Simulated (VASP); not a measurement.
# MnS (R-3m) in VASP: further runs

MnS is run at these levels: PBE; tasks: single point.

Program: VASP 6.6.1. These are calculated values, not measurements. Logs are shortened: lines on timing, memory, paths and dates and some standing lists are left out, and cuts for length are marked.

## 1. The cell of the first run

The structure is trigonal, space group R-3m (No. 166). Conventional cell: a = 3.708 Å, b = 3.708 Å, c = 9.030 Å, α = 90.00°, β = 90.00°, γ = 120.00°. Within 3.5 Å of Mn (site symmetry -3m) lie 6 S at 2.62 Å. S (site symmetry -3m) has 6 Mn at 2.62 Å within 3.5 Å.

## 2. Single point, PBE, collinear spin, ferromagnetic start

INCAR

```
PREC = Accurate ; ENCUT = 520
EDIFF = 1E-7 ; ISMEAR = -1
SIGMA = 0.1 ; LREAL = False
LASPH = True ; NELM = 150
ALGO = Normal ; ISIF = 2
LWAVE = False ; LCHARG = False
ISPIN = 2 ; MAGMOM = 2.8 2.8 0 0
LORBIT = 11 ; LMAXMIX = 4
GGA = PE ; NBANDS = 31
```

KPOINTS

```
Automatic mesh
0
Gamma
  7 7 7
```

POSCAR

```
MnS
1.0
    1.8540817090      1.0704535681      6.0200310720
   -1.8540817090      1.0704535681      6.0200310720
    0.0000000000     -2.1409071362      6.0200310720
Mn S
2 2
Direct
    0.0000000000      0.0000000000      0.0000000000
    0.5000000000      0.5000000000      0.5000000000
    0.7500000000      0.7500000000      0.7500000000
    0.2500000000      0.2500000000      0.2500000000
```

Potentials or basis: VASP PAW PBE potentials, release 64 (Mn_pv, S).

Command:

```
$ cat potpaw_PBE.64/Mn_pv/POTCAR potpaw_PBE.64/S/POTCAR > POTCAR
$ mpirun -np 1 vasp_std > vasp.out
```

OUTCAR:

```text
PREC = Accurate
   ENCUT = 520
   EDIFF = 1E-7
   ISMEAR = -1
   LREAL = False
   LASPH = True
   NELM = 150
   ISIF = 2
   ISPIN = 2
   LORBIT = 11
   GGA = PE

 ion  position               nearest neighbor table
   1  0.000  0.000  0.000-   3 2.62   4 2.62   3 2.62   3 2.62   4 2.62   4 2.62
   2  0.500  0.500  0.500-   4 2.62   3 2.62   4 2.62   4 2.62   3 2.62   3 2.62
   3  0.750  0.750  0.750-   2 2.62   1 2.62   2 2.62   2 2.62   1 2.62   1 2.62
   4  0.250  0.250  0.250-   1 2.62   2 2.62   1 2.62   1 2.62   2 2.62   2 2.62

  LATTYP: Found a trigonal (rhomboedric) cell.
 ALAT       =     6.3893868198
 COS(alpha) =     0.8315894200

  Lattice vectors:

 A1 = (   1.8540817090,   1.0704535681,   6.0200310720)
 A2 = (  -1.8540817090,   1.0704535681,   6.0200310720)
 A3 = (   0.0000000000,  -2.1409071362,   6.0200310720)

Analysis of symmetry for initial positions (statically):
=====================================================================
 Subroutine PRICEL returns following result:

  LATTYP: Found a trigonal (rhomboedric) cell.
 ALAT       =     3.6937356906
 COS(alpha) =     0.4960863727
[... 12 lines left out ...]
 Subroutine GETGRP returns: Found 12 space group operations
 (whereof 12 operations were pure point group operations)
 out of a pool of 12 trial point group operations.

The static configuration has the point symmetry D_3d.

Analysis of symmetry for dynamics (positions and initial velocities):
=====================================================================
 Subroutine PRICEL returns following result:

  LATTYP: Found a trigonal (rhomboedric) cell.
 ALAT       =     3.6937356906
 COS(alpha) =     0.4960863727
[... 12 lines left out ...]
 Subroutine GETGRP returns: Found 12 space group operations
 (whereof 12 operations were pure point group operations)
 out of a pool of 12 trial point group operations.

The dynamic configuration has the point symmetry D_3d.

Analysis of structural, dynamic, and magnetic symmetry:
=====================================================================
 Subroutine PRICEL returns following result:

  LATTYP: Found a trigonal (rhomboedric) cell.
 ALAT       =     3.6937356906
 COS(alpha) =     0.4960863727
[... 12 lines left out ...]
 Subroutine GETGRP returns: Found 12 space group operations
 (whereof 12 operations were pure point group operations)
 out of a pool of 12 trial point group operations.

The overall configuration has the point symmetry D_3d.

 Subroutine INISYM returns: Found 12 space group operations
 (whereof 12 operations are pure point group operations),
 and found     2 'primitive' translations

----------------------------------------------------------------------------------------

                                     Primitive cell

  volume of cell :      35.8440

  direct lattice vectors                    reciprocal lattice vectors
    -1.854081709 -1.070453568  3.010015536    -0.269675278 -0.155697241  0.110741400
     1.854081709 -1.070453568  3.010015536     0.269675278 -0.155697241  0.110741400
     0.000000000  2.140907136  3.010015536     0.000000000  0.311394481  0.110741400

  length of vectors
     3.693735691  3.693735691  3.693734816     0.330499688  0.330499688  0.330499895

  position of ions in fractional coordinates (direct lattice)
     0.000000000  0.000000000  0.000000000
     0.500000000  0.500000000  0.500000000

  ion indices of the primitive-cell ions
   primitive index   ion index
                 1           1
                 2           3

----------------------------------------------------------------------------------------

 KPOINTS: Automatic mesh

Automatic generation of k-mesh.
 Grid dimensions read from file:
 generate k-points for:    7    7    7

 Generating k-lattice:

  Cartesian coordinates                     Fractional coordinates (reciprocal lattice)
     0.038525040  0.022242463  0.007910100     0.142857143 -0.000000000  0.000000000
    -0.038525040  0.022242463  0.007910100    -0.000000000  0.142857143  0.000000000
     0.000000000 -0.044484926  0.007910100     0.000000000  0.000000000  0.142857143

  Length of vectors
     0.045182691  0.045182691  0.045182721

  Shift w.r.t. Gamma in fractional coordinates (k-lattice)
     0.000000000  0.000000000  0.000000000

 Subroutine IBZKPT returns following result:
 ===========================================

 Found     44 irreducible k-points:

 Following reciprocal coordinates:
            Coordinates               Weight
  0.000000  0.000000  0.000000      1.000000
  0.142857  0.000000 -0.000000      6.000000
  0.285714  0.000000  0.000000      6.000000
  0.428571 -0.000000 -0.000000      6.000000
  0.142857  0.142857 -0.000000      6.000000
  0.285714  0.142857 -0.000000     12.000000
[... 16 lines left out ...]
  0.285714  0.285714  0.142857      6.000000
  0.428571  0.285714  0.142857     12.000000
 [... further k-points ...]
   k-points           NKPTS =     44   k-points in BZ     NKDIM =     44   number of bands    NBANDS=     31
   number of dos      NEDOS =    301   number of ions     NIONS =      4
   total plane-waves  NPLWV = 110592
   dimension x,y,z NGX =    48 NGY =   48 NGZ =   48
   dimension x,y,z NGXF=    96 NGYF=   96 NGZF=   96
   ions per type =               2   2
   NGX,Y,Z   is equivalent  to a cutoff of  12.49, 12.49, 12.49 a.u.
   NGXF,Y,Z  is equivalent  to a cutoff of  24.98, 24.98, 24.98 a.u.
 SYSTEM =  unknown system
   PREC   = accura    normal or accurate (medium, high low for compatibility)
   ISTART =      0    job   : 0-new  1-cont  2-samecut
   ICHARG =      2    charge: 1-file 2-atom 10-const
   ISPIN  =      2    spin polarized calculation?
   LNONCOLLINEAR =      F non collinear calculations
   LSORBIT =      F    spin-orbit coupling
   LASPH  =      T    aspherical Exc in radial PAW
   ENCUT  =  520.0 eV  38.22 Ry    6.18 a.u.  11.88 11.88 11.88*2*pi/ulx,y,z
   NELM   =    150;   NELMIN=  2; NELMDL= -5     # of ELM steps
   EDIFF  = 0.1E-06   stopping-criterion for ELM
   LREAL  =      F    real-space projection
   EDIFFG = 0.1E-05   stopping-criterion for IOM
   NSW    =      0    number of steps for IOM
   IBRION =     -1    ionic relax: 0-MD 1-quasi-New 2-CG
   NFREE  =      0    steps in history (QN), initial steepest desc. (CG)
   ISIF   =      2    stress and relaxation
   ISYM   =      2    0-nonsym 1-usesym 2-fastsym
   POTIM  = 0.5000    time-step for ionic-motion
   TEBEG  =    0.0;   TEEND  =   0.0 temperature during run
   PSTRESS=    0.0 pullay stress
   NELECT =      38.0000    total number of electrons
   NUPDOWN=      -1.0000    fix difference up-down
   EMIN   =  10.00;   EMAX   =-10.00  energy-range for DOS
   EFERMI =   0.00;   METHOD = LEGACY
   ISMEAR =    -1;   SIGMA  =   0.10  broadening in eV -4-tet -1-fermi 0-gaus
   EFERMI_NEDOS =   21; number of points for ismear=-14 and -15
   IALGO  =     38    algorithm
   IMIX   =      4    mixing-type and parameters
     AMIX     =   0.40;   BMIX     =  1.00
     AMIX_MAG =   1.60;   BMIX_MAG =  1.00
  volume/ion in A,a.u.               =      17.92       120.94
  Fermi-wavevector in a.u.,A,eV,Ry     =   1.324912  2.503721 23.883567  1.755393
  Thomas-Fermi vector in A             =   2.454412
   LORBIT       =     11    0 simple, 1 ext, 2 COOP (PROOUT), +10 PAW based schemes
   GGA     = PE    functional components
   LHFCALC =     F    Hartree Fock is set to
   AEXX    =    0.0000 exact exchange contribution
   IVDW    =     0    specifies the selected vdW correction
   LEPSILON=     F    determine dielectric tensor
   LRPA    =     F    only Hartree local field effects (RPA)
 spin polarized calculation
  energy-cutoff  :      520.00
  volume of cell :       71.69
 maximum number of plane-waves:      1942
   NGX = 23   NGY = 23   NGZ = 23

 number of electron      38.0000016 magnetization       9.4122620

 Free energy of the ion-electron system (eV)
  ---------------------------------------------------
  ext. energy  EPLUGINS =         0.00000000
  ---------------------------------------------------
  free energy    TOTEN  =       -28.14236526 eV

  energy without entropy =      -28.08793940  energy(sigma->0) =      -28.11515233

 E-fermi :   6.5009     XC(G=0): -10.5723

 val. band max:        6.5000102566   @ k =  -0.2857  -0.4286   0.1429
 cond. band min:       6.5040680951   @ k =  -0.2857   0.1429  -0.0000
 fundamental gap:      0.0040578385
 Fermi energy:         6.5009386451

 spin component 1

 k-point     1 :       0.0000    0.0000    0.0000
  band No.  band energies     occupation
      1     -44.2232      1.00000
      2     -44.2163      1.00000
      3     -44.2163      1.00000
      4     -44.2157      1.00000
      5     -44.2152      1.00000
      6     -44.2152      1.00000
[... 805 lines left out ...]
     30      13.2003      0.00000
     31      14.5211      0.00000

 [... further k-points ...]

 spin component 2

 k-point     1 :       0.0000    0.0000    0.0000
  band No.  band energies     occupation
      1     -39.6931      1.00000
      2     -39.6837      1.00000
      3     -39.6837      1.00000
      4     -39.6826      1.00000
      5     -39.6822      1.00000
      6     -39.6822      1.00000
[... 805 lines left out ...]
     30      14.1919      0.00000
     31      15.3952      0.00000

 [... further k-points ...]
[... 5 lines left out ...]
  --------------------------------------------------------------------------------------
  -------------------------------------------------------------------------------------
  Total       -1.8548477     -1.8548442     -1.6385144      0.0000000      0.0000000      0.0000000
  in kB      -41.4545441    -41.4544662    -36.6196476      0.0000000      0.0000000      0.0000000
  external PRESSURE =     -39.8428859 kB  Pullay stress =       0.0000000 kB

 VOLUME and BASIS-vectors are now :
 -----------------------------------------------------------------------------
  energy-cutoff  :      520.00
  volume of cell :       71.69
      direct lattice vectors                 reciprocal lattice vectors
     1.854081709  1.070453568  6.020031072     0.269675278  0.155697241  0.055370700
    -1.854081709  1.070453568  6.020031072    -0.269675278  0.155697241  0.055370700
     0.000000000 -2.140907136  6.020031072     0.000000000 -0.311394481  0.055370700

 POSITION                                       TOTAL-FORCE (eV/Angst)
 -----------------------------------------------------------------------------------
      0.00000      0.00000      0.00000         0.000000     -0.000000      0.000000
      0.00000      0.00000      9.03005        -0.000000      0.000000      0.000000
      0.00000      0.00000     13.54507         0.000000      0.000000     -0.000000
      0.00000      0.00000      4.51502        -0.000000      0.000000     -0.000000
 -----------------------------------------------------------------------------------
    total drift:                                0.000000      0.000000     -0.000000

  FREE ENERGIE OF THE ION-ELECTRON SYSTEM (eV)
  ---------------------------------------------------
  free  energy   TOTEN  =       -28.1423652625 eV

  energy  without entropy=      -28.0879393958  energy(sigma->0) =      -28.11515233

 total charge

# of ion       s       p       d       tot
------------------------------------------
    1        0.212   6.157   4.925  11.295
    2        0.212   6.157   4.925  11.295
    3        1.328   2.395   0.000   3.722
    4        1.328   2.395   0.000   3.722
--------------------------------------------------
tot          3.079  17.104   9.851  30.034

 magnetization (x)

# of ion       s       p       d       tot
------------------------------------------
    1        0.051   0.038   4.170   4.259
    2        0.051   0.038   4.170   4.259
    3        0.026   0.075   0.000   0.101
    4        0.026   0.075   0.000   0.101
--------------------------------------------------
tot          0.153   0.225   8.340   8.719
```

Run time: 4.3 min. Hardware: 1 thread of Intel Xeon 6975P-C (Granite Rapids), shared host; peak memory 0.47 GiB.

Results:

```
Free energy                                           : -28.1424 eV
Pressure                                              : -4.0 GPa
Net moment                                            : 9.41 μB per cell
Site moments                                          : Mn +4.26; S +0.10 μB
Valence electrons inside the program's atomic spheres : Mn 11.29; S 3.72
```

Stress tensor (GPa, compression positive):
```
-4.15  0.00  0.00
 0.00 -4.15  0.00
 0.00  0.00 -3.66
```

Levels at points of the mesh, in eV from the Fermi level:
Spin up:
```tsv
k point	band 20	band 21	band 22	band 23	band 24	band 25	band 26	band 27	band 28	band 29
(0.00, 0.00, 0.00)	-1.89	-1.89	-1.85	0.32	0.32	1.59	2.76	5.31	5.31	8.30
```
Spin down:
| k point | band 10 | band 11 | band 12 | band 13 | band 14 | band 15 | band 16 | band 17 | band 18 | band 19 |
| --- | --- | --- | --- | --- | --- | --- | --- | --- | --- | --- |
| (0.00, 0.00, 0.00) | -3.35 | -3.35 | -1.69 | -1.69 | -1.64 | 0.31 | 0.31 | 0.34 | 0.36 | 0.36 |

Caveat: the cell stands under tension; semilocal functionals often make such compounds metallic where correlation or magnetic order opens a gap, which also shifts bond lengths; the run started ferromagnetic, and an antiferromagnetic order may lie lower in energy. With open d or f shells a metallic result of PBE can be an artefact of self-interaction; +U or a hybrid may open a gap.

[end of part 1 of 2]
